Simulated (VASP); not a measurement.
A run of VASP 6.6.1 is set up as follows.

The input INCAR:

```
SYSTEM = P
PREC     = Accurate       ! precision mode
ENCUT    = 520            ! plane-wave cutoff, eV
EDIFF    = 1E-6           ! SCF threshold, eV
ISMEAR   = -1             ! smearing method
SIGMA    = 0.05           ! smearing width, eV
LREAL    = .FALSE.        ! projectors in reciprocal space
LASPH    = .TRUE.         ! aspherical terms in the spheres
NELM     = 80             ! most SCF steps
ALGO     = Normal         ! electronic algorithm
ISIF     = 2              ! what is computed and relaxed
LWAVE    = .FALSE.        ! write WAVECAR
LCHARG   = .FALSE.        ! write CHGCAR
GGA      = PS             ! functional
NBANDS   = 12             ! bands
```

The input KPOINTS:

```
regular mesh
0
G
  8 8 8
  0 0 0
```

Contents of POSCAR:

```
P
1.0
    1.6566961709      0.9564939803      3.1296800121
   -1.6566961709      0.9564939803      3.1296800121
    0.0000000000     -1.9129879604      3.1296800121
P
2
Direct
    0.7729197500      0.7729197500      0.7729197500
    0.2270802500      0.2270802500      0.2270802500
```

Potentials or basis: VASP PAW PBE potentials, release 64 (P).

The run is started by

```sh
$ cat potpaw_PBE.64/P/POTCAR > POTCAR
$ mpirun -np 1 vasp_std > vasp.out
```

Question: Estimate the pressure.

Answer: 7.5 GPa.

Question: What does it give for the band gap on the k mesh?

Answer: Zero (bands 5 and 6 overlap by 1.11 eV).

Question: Estimate the largest force.

Answer: 0.807 eV/Å.

Forces on the atoms (eV/Å):
```
P    0.000  0.000 -0.807
P    0.000  0.000  0.807
```

Caveat: the cell stands under pressure; the PAW data sets were made with another functional, which shifts forces and pressure a little.
